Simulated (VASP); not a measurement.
# SnO2 (R3m) in VASP: notebook

The runs below take SnO2 through single point, with LDA.

Everything below comes from runs of VASP 6.6.1. Logs are shortened: lines on timing, memory, paths and dates and some standing lists are left out, and cuts for length are marked.

## 1. The cell of the first run

Symmetry: R3m, No. 160, trigonal system. Conventional cell: a = 3.234 Å, b = 3.234 Å, c = 14.402 Å, α = 90.00°, β = 90.00°, γ = 120.00°. Within 2.6 Å of Sn (site symmetry 3m) lie 6 O at 2.00 to 2.28 Å. Within 3.0 Å of O (site symmetry 3m) lie 3 Sn at 2.28 Å and 3 O at 2.76 Å. O (site symmetry 3m) has 3 Sn at 2.00 Å within 2.6 Å.

## 2. Single point, LDA (atom 1 (Sn) moved by (+0.000, -0.300) A along y and z)

Contents of INCAR:

```
SYSTEM = SnO2
  PREC = Accurate
  ENCUT = 520
  EDIFF = 1E-6
  ISMEAR = 0
  SIGMA = 0.05
  LREAL = .False.
  LASPH = .True.
  NELM = 60
  ALGO = Normal
  ISIF = 2
  LWAVE = .False.
  LCHARG = .False.
  NBANDS = 20
```

Contents of KPOINTS:

```
regular mesh
0
Gamma
  12 12 12
  0 0 0
```

Contents of POSCAR:

```
SnO2
1.0
    1.6170930752      0.9336291223      4.8005925840
   -1.6170930752      0.9336291223      4.8005925840
    0.0000000000     -1.8672582446      4.8005925840
Sn O
1 2
Direct
    0.4791692383      0.4791692383      0.4791692383
    0.2371700000      0.2371700000      0.2371700000
    0.7628300000      0.7628300000      0.7628300000
```

Potentials or basis: VASP PAW LDA potentials, release 64 (Sn_d, O).

On the command line:

```
cat potpaw_LDA.64/Sn_d/POTCAR potpaw_LDA.64/O/POTCAR > POTCAR
mpirun -np 1 vasp_std > vasp.out
```

OUTCAR:

```text
SYSTEM = SnO2
   PREC = Accurate
   ENCUT = 520
   EDIFF = 1E-6
   ISMEAR = 0
   LREAL = .False.
   LASPH = .True.
   NELM = 60
   ISIF = 2

 ion  position               nearest neighbor table
   1  0.479  0.479  0.479-   3 2.00   3 2.00   3 2.00   2 2.28   2 2.28   2 2.28
   2  0.237  0.237  0.237-   1 2.28   1 2.28   1 2.28
   3  0.763  0.763  0.763-   1 2.00   1 2.00   1 2.00

  LATTYP: Found a trigonal (rhomboedric) cell.
 ALAT       =     5.1509554948
 COS(alpha) =     0.8028828391

  Lattice vectors:

 A1 = (   1.6170930752,   0.9336291223,   4.8005925840)
 A2 = (  -1.6170930752,   0.9336291223,   4.8005925840)
 A3 = (   0.0000000000,  -1.8672582446,   4.8005925840)

Analysis of symmetry for initial positions (statically):
=====================================================================
 Subroutine PRICEL returns:
 Original cell was already a primitive cell.

 Routine SETGRP: Setting up the symmetry group for a
 trigonal (rhombohedral) supercell.

 Subroutine GETGRP returns: Found  6 space group operations
 (whereof  6 operations were pure point group operations)
 out of a pool of 12 trial point group operations.

The static configuration has the point symmetry C_3v.

Analysis of symmetry for dynamics (positions and initial velocities):
=====================================================================
 Subroutine PRICEL returns:
 Original cell was already a primitive cell.

 Routine SETGRP: Setting up the symmetry group for a
 trigonal (rhombohedral) supercell.

 Subroutine GETGRP returns: Found  6 space group operations
 (whereof  6 operations were pure point group operations)
 out of a pool of 12 trial point group operations.

The dynamic configuration has the point symmetry C_3v.

 Subroutine INISYM returns: Found  6 space group operations
 (whereof  6 operations are pure point group operations),
 and found     1 'primitive' translations

----------------------------------------------------------------------------------------

                                     Primitive cell

  volume of cell :      43.4866

  direct lattice vectors                    reciprocal lattice vectors
     1.617093075  0.933629122  4.800592584     0.309196797  0.178514854  0.069435872
    -1.617093075  0.933629122  4.800592584    -0.309196797  0.178514854  0.069435872
     0.000000000 -1.867258245  4.800592584     0.000000000 -0.357029708  0.069435872

  length of vectors
     5.150955495  5.150955495  5.150955495     0.363719058  0.363719058  0.363719058

  position of ions in fractional coordinates (direct lattice)
     0.479169238  0.479169238  0.479169238
     0.237170000  0.237170000  0.237170000
     0.762830000  0.762830000  0.762830000

  ion indices of the primitive-cell ions
   primitive index   ion index
                 1           1
                 2           2
                 3           3

----------------------------------------------------------------------------------------

 KPOINTS: regular mesh

Automatic generation of k-mesh.
 Grid dimensions read from file:
 generate k-points for:   12   12   12

 Generating k-lattice:

  Cartesian coordinates                     Fractional coordinates (reciprocal lattice)
     0.025766400  0.014876238  0.005786323     0.083333333  0.000000000 -0.000000000
    -0.025766400  0.014876238  0.005786323     0.000000000  0.083333333 -0.000000000
     0.000000000 -0.029752476  0.005786323    -0.000000000 -0.000000000  0.083333333

  Length of vectors
     0.030309921  0.030309921  0.030309921

  Shift w.r.t. Gamma in fractional coordinates (k-lattice)
     0.000000000  0.000000000  0.000000000

 Subroutine IBZKPT returns following result:
 ===========================================

 Found    189 irreducible k-points:

 Following reciprocal coordinates:
            Coordinates               Weight
  0.000000  0.000000  0.000000      1.000000
  0.083333 -0.000000  0.000000      6.000000
  0.166667  0.000000  0.000000      6.000000
  0.250000  0.000000  0.000000      6.000000
  0.333333 -0.000000  0.000000      6.000000
  0.416667  0.000000  0.000000      6.000000
[... 16 lines left out ...]
  0.500000  0.166667  0.000000     12.000000
 -0.416667  0.166667  0.000000     12.000000
 [... further k-points ...]
   k-points           NKPTS =    189   k-points in BZ     NKDIM =    189   number of bands    NBANDS=     20
   number of dos      NEDOS =    301   number of ions     NIONS =      3
   total plane-waves  NPLWV =  64000
   dimension x,y,z NGX =    40 NGY =   40 NGZ =   40
   dimension x,y,z NGXF=    80 NGYF=   80 NGZF=   80
   ions per type =               1   2
   NGX,Y,Z   is equivalent  to a cutoff of  12.91, 12.91, 12.91 a.u.
   NGXF,Y,Z  is equivalent  to a cutoff of  25.82, 25.82, 25.82 a.u.
 SYSTEM =  SnO2
   PREC   = accura    normal or accurate (medium, high low for compatibility)
   ISTART =      0    job   : 0-new  1-cont  2-samecut
   ICHARG =      2    charge: 1-file 2-atom 10-const
   ISPIN  =      1    spin polarized calculation?
   LNONCOLLINEAR =      F non collinear calculations
   LSORBIT =      F    spin-orbit coupling
   LASPH  =      T    aspherical Exc in radial PAW
   ENCUT  =  520.0 eV  38.22 Ry    6.18 a.u.   9.58  9.58  9.58*2*pi/ulx,y,z
   NELM   =     60;   NELMIN=  2; NELMDL= -5     # of ELM steps
   EDIFF  = 0.1E-05   stopping-criterion for ELM
   LREAL  =      F    real-space projection
   EDIFFG = 0.1E-04   stopping-criterion for IOM
   NSW    =      0    number of steps for IOM
   IBRION =     -1    ionic relax: 0-MD 1-quasi-New 2-CG
   NFREE  =      0    steps in history (QN), initial steepest desc. (CG)
   ISIF   =      2    stress and relaxation
   ISYM   =      2    0-nonsym 1-usesym 2-fastsym
   POTIM  = 0.5000    time-step for ionic-motion
   TEBEG  =    0.0;   TEEND  =   0.0 temperature during run
   PSTRESS=    0.0 pullay stress
   NELECT =      26.0000    total number of electrons
   NUPDOWN=      -1.0000    fix difference up-down
   EMIN   =  10.00;   EMAX   =-10.00  energy-range for DOS
   EFERMI =   0.00;   METHOD = LEGACY
   ISMEAR =     0;   SIGMA  =   0.05  broadening in eV -4-tet -1-fermi 0-gaus
   EFERMI_NEDOS =   21; number of points for ismear=-14 and -15
   IALGO  =     38    algorithm
   IMIX   =      4    mixing-type and parameters
     AMIX     =   0.40;   BMIX     =  1.00
     AMIX_MAG =   1.60;   BMIX_MAG =  1.00
  volume/ion in A,a.u.               =      14.50        97.82
  Fermi-wavevector in a.u.,A,eV,Ry     =   1.379158  2.606231 25.879336  1.902078
  Thomas-Fermi vector in A             =   2.504154
   LORBIT       =      0    0 simple, 1 ext, 2 COOP (PROOUT), +10 PAW based schemes
   GGA     = CA    functional components
   LHFCALC =     F    Hartree Fock is set to
   AEXX    =    0.0000 exact exchange contribution
   IVDW    =     0    specifies the selected vdW correction
   LEPSILON=     F    determine dielectric tensor
   LRPA    =     F    only Hartree local field effects (RPA)
 non-spin polarized calculation
 Gauss-broadening in eV      SIGMA  =   0.05
  energy-cutoff  :      520.00
  volume of cell :       43.49
 maximum number of plane-waves:      1188
 NGX is ok and might be reduce to    40
   NGX = 19   NGY = 19   NGZ = 19

 number of electron      26.0000004 magnetization

 Free energy of the ion-electron system (eV)
  ---------------------------------------------------
  ext. energy  EPLUGINS =         0.00000000
  ---------------------------------------------------
  free energy    TOTEN  =       -19.63353754 eV

  energy without entropy =      -19.63353754  energy(sigma->0) =      -19.63353754

 E-fermi :   3.7496     XC(G=0): -10.5864

 val. band max:        3.4396184244   @ k =   0.0000   0.0000   0.0000
 cond. band min:       4.5693812055   @ k =   0.0000   0.0000   0.0000
 fundamental gap:      1.1297627810
 Fermi energy:         3.7495725689

 k-point     1 :       0.0000    0.0000    0.0000
  band No.  band energies     occupation
      1     -17.4311      2.00000
      2     -16.9563      2.00000
      3     -16.9563      2.00000
      4     -16.6635      2.00000
      5     -16.6635      2.00000
      6     -15.1727      2.00000
[... 12 lines left out ...]
     19      19.1233      0.00000
     20      20.1732      0.00000

 k-point     2 :       0.0833   -0.0000    0.0000
  band No.  band energies     occupation
      1     -17.4513      2.00000
      2     -16.9518      2.00000
      3     -16.9389      2.00000
      4     -16.6774      2.00000
      5     -16.6645      2.00000
      6     -15.0965      2.00000
[... 12 lines left out ...]
     19      18.6188      0.00000
     20      20.1898      0.00000

 k-point     3 :       0.1667    0.0000    0.0000
  band No.  band energies     occupation
      1     -17.5285      2.00000
      2     -16.9170      2.00000
      3     -16.8930      2.00000
      4     -16.7077      2.00000
      5     -16.6651      2.00000
      6     -14.8808      2.00000
[... 12 lines left out ...]
     19      17.6005      0.00000
     20      20.2592      0.00000

 k-point     4 :       0.2500    0.0000    0.0000
  band No.  band energies     occupation
      1     -17.6561      2.00000
      2     -16.8531      2.00000
      3     -16.8378      2.00000
      4     -16.7313      2.00000
      5     -16.6571      2.00000
      6     -14.5544      2.00000
[... 12 lines left out ...]
     19      16.7294      0.00000
     20      19.7011      0.00000

 k-point     5 :       0.3333   -0.0000    0.0000
  band No.  band energies     occupation
      1     -17.7875      2.00000
      2     -16.8255      2.00000
      3     -16.7996      2.00000
      4     -16.7079      2.00000
      5     -16.6307      2.00000
      6     -14.1704      2.00000
[... 12 lines left out ...]
     19      16.1094      0.00000
     20      18.2354      0.00000
[... 353 lines left out ...]
      6     -14.3385      2.00000
[... 12 lines left out ...]
     19      16.7030      0.00000
     20      18.4726      0.00000

 k-point    22 :       0.4167    0.1667    0.0000
  band No.  band energies     occupation
      1     -17.7810      2.00000
      2     -16.9003      2.00000
      3     -16.7738      2.00000
      4     -16.7260      2.00000
      5     -16.6175      2.00000
      6     -13.9384      2.00000
[... 12 lines left out ...]
     19      16.6302      0.00000
     20      17.4726      0.00000

 k-point    23 :       0.5000    0.1667    0.0000
  band No.  band energies     occupation
      1     -17.8461      2.00000
      2     -16.8918      2.00000
      3     -16.7861      2.00000
      4     -16.6880      2.00000
      5     -16.6126      2.00000
      6     -13.5855      2.00000
[... 12 lines left out ...]
     19      16.6640      0.00000
     20      16.9965      0.00000

 k-point    24 :      -0.4167    0.1667    0.0000
  band No.  band energies     occupation
      1     -17.8697      2.00000
      2     -16.8893      2.00000
      3     -16.7923      2.00000
      4     -16.6541      2.00000
      5     -16.6286      2.00000
      6     -13.4423      2.00000
[... 12 lines left out ...]
     19      16.2605      0.00000
     20      17.2294      0.00000

 [... further k-points ...]

------------------------ aborting loop because EDIFF is reached ----------------------------------------

  FORCE on cell =-STRESS in cart. coord.  units (eV):
  Direction    XX          YY          ZZ          XY          YZ          ZX
  --------------------------------------------------------------------------------------
  -------------------------------------------------------------------------------------
  Total        0.0110786      0.0110786     -3.9494694      0.0000000      0.0000000     -0.0000000
  in kB        0.4081687      0.4081687   -145.5103324      0.0000000      0.0000000     -0.0000000
  external PRESSURE =     -48.2313317 kB  Pullay stress =       0.0000000 kB

 VOLUME and BASIS-vectors are now :
 -----------------------------------------------------------------------------
  energy-cutoff  :      520.00
  volume of cell :       43.49
      direct lattice vectors                 reciprocal lattice vectors
     1.617093075  0.933629122  4.800592584     0.309196797  0.178514854  0.069435872
    -1.617093075  0.933629122  4.800592584    -0.309196797  0.178514854  0.069435872
     0.000000000 -1.867258245  4.800592584     0.000000000 -0.357029708  0.069435872

 POSITION                                       TOTAL-FORCE (eV/Angst)
 -----------------------------------------------------------------------------------
      0.00000      0.00000      6.90089         0.000000     -0.000000      5.103775
      0.00000      0.00000      3.41567         0.000000      0.000000     -2.984917
      0.00000      0.00000     10.98611         0.000000      0.000000     -2.118858
 -----------------------------------------------------------------------------------
    total drift:                                0.000000     -0.000000     -0.000699

  FREE ENERGIE OF THE ION-ELECTRON SYSTEM (eV)
  ---------------------------------------------------
  free  energy   TOTEN  =       -19.6335375442 eV

  energy  without entropy=      -19.6335375442  energy(sigma->0) =      -19.63353754
```

Wall time 2.9 min (1 thread of AMD EPYC 9R45 (Zen 5), shared host); peak memory 0.27 GiB.

What came out:

```yaml
Free_energy: -19.6335 eV
Pressure: -4.8 GPa
Largest_force: 5.104 eV/Å
Band_gap_on_the_k_mesh: 1.13 eV
```

Forces in eV/Å, atoms in the order of the input:
```
Sn   0.000  0.000  5.104
O    0.000  0.000 -2.985
O    0.000  0.000 -2.119
```

Stress tensor (GPa, compression positive):
```
  0.04   0.00   0.00
  0.00   0.04   0.00
  0.00   0.00 -14.55
```

Caveat: the cell differs from its parent crystal (atom 1 (Sn) moved by (+0.000, -0.300) A along y and z); the stress differs along the axes, from -15 to 0 GPa; spin-orbit coupling is left out, which moves the levels of the heavy elements; forces of over 1 eV/Å act on the atoms, so gaps and moduli don't describe the material at rest.

## 3. Single point, LDA (atom 1 (Sn) moved by (+0.000, -0.150) A along y and z)

Contents of INCAR:

```
  ALGO = Normal
  EDIFF = 1E-6
  ENCUT = 520
  ISIF = 2
  ISMEAR = 0
  LASPH = T
  LCHARG = F
  LREAL = F
  LWAVE = F
  NBANDS = 20
  NELM = 100
  PREC = Accurate
  SIGMA = 0.05
```

Contents of KPOINTS:

```
k-points
0
Gamma
  12 12 12
```

POSCAR, as its differences from that of step 2:

```diff
@@ -8,3 +8,3 @@
 Direct
-    0.4791692383      0.4791692383      0.4791692383
+    0.4895846192      0.4895846192      0.4895846192
     0.2371700000      0.2371700000      0.2371700000
```

Potentials or basis: VASP PAW LDA potentials, release 64 (Sn_d, O).

On the command line:

```
cat potpaw_LDA.64/Sn_d/POTCAR potpaw_LDA.64/O/POTCAR > POTCAR
mpirun -np 1 vasp_std > vasp.out
```

Run time: 2.8 min. Hardware: 1 thread of AMD EPYC 9R45 (Zen 5), shared host; peak memory 0.27 GiB.

It converged, with:

```
Free energy            : -20.2291 eV
Pressure               : -7.5 GPa
Largest force          : 2.742 eV/Å
Band gap on the k mesh : 1.66 eV (least direct gap 1.91 eV)
```

Forces in eV/Å, atoms in the order of the input:
```
Sn   0.000  0.000  2.742
O    0.000  0.000 -1.939
O    0.000  0.000 -0.803
```

Stress tensor (GPa, compression positive):
```
-6.72  0.00  0.00
 0.00 -6.72  0.00
 0.00  0.00 -9.04
```

Levels at points of the mesh, in eV from the valence-band top:
```tsv
k point	band 10	band 11	band 12	band 13	band 14	band 15	band 16	band 17
(0.00, 0.00, 0.00)	-1.93	-0.36	-0.36	-0.26	1.66	5.59	10.63	10.63
(0.50, 0.00, 0.00)	-3.32	-1.57	-0.55	-0.39	5.02	7.42	9.46	12.15
(0.50, 0.50, 0.00)	-3.39	-1.19	-0.28	-0.01	4.71	6.62	9.89	11.29
(0.50, 0.50, 0.50)	-1.95	-1.45	-0.35	-0.35	2.95	5.50	10.81	10.81
```

Caveat: the cell differs from its parent crystal (atom 1 (Sn) moved by (+0.000, -0.150) A along y and z); the cell stands under tension; spin-orbit coupling is left out, which moves the levels of the heavy elements; forces of over 1 eV/Å act on the atoms, so gaps and moduli don't describe the material at rest. A k mesh can miss the band edges.
